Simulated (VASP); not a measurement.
A run of VASP 6.6.1 is set up as follows.

The input POSCAR:

```
SiNi3
1.0
    3.5420000000      0.0000000000      0.0000000000
    0.0000000000      3.5420000000      0.0000000000
    0.0000000000      0.0000000000      3.5420000000
Ni Si
3 1
Direct
    0.5000000000      0.5000000000      0.0000000000
    0.5000000000      0.0000000000      0.5000000000
    0.0000000000      0.5000000000      0.5000000000
    0.0000000000      0.0000000000      0.0000000000
```

The input INCAR.step1:

```
  PREC = Accurate
  ENCUT = 520
  ISMEAR = -1
  SIGMA = 0.05
  LREAL = F
  LASPH = T
  NELM = 150
  ISPIN = 2
  MAGMOM = 1 1 1 0
  LMAXMIX = 4
  NBANDS = 29
  GGA = PE
  ALGO = Normal
  EDIFF = 1E-4
  LWAVE = T
  LCHARG = F
```

INCAR.step2

```
  PREC = Accurate
  ENCUT = 520
  EDIFF = 1E-6
  ISMEAR = -1
  SIGMA = 0.05
  LREAL = F
  LASPH = T
  NELM = 150
  ALGO = Normal
  ISIF = 2
  LWAVE = F
  LCHARG = T
  ISPIN = 2
  MAGMOM = 1 1 1 0
  LORBIT = 11
  LMAXMIX = 4
  METAGGA = R2SCAN
  LMIXTAU = T
  LELF = T
  LVHAR = T
  NBANDS = 29
  ISTART = 1
```

KPOINTS

```
regular mesh
0
Gamma
  8 8 8
```

Potentials or basis: VASP PAW PBE potentials, release 64 (Ni, Si).

The run is started by

```bash
$ cat potpaw_PBE.64/Ni/POTCAR potpaw_PBE.64/Si/POTCAR > POTCAR
$ cp INCAR.step1 INCAR
$ mpirun -np 1 vasp_std > vasp.out
$ cp INCAR.step2 INCAR
$ mpirun -np 1 vasp_std > vasp.out
```

Problem. Estimate the pressure.

Solution. -13.4 GPa.

Problem. Predict the net moment.

Solution. 0.00 μB per cell.

Caveat: the PAW data sets were made with another functional, which shifts forces and pressure a little.
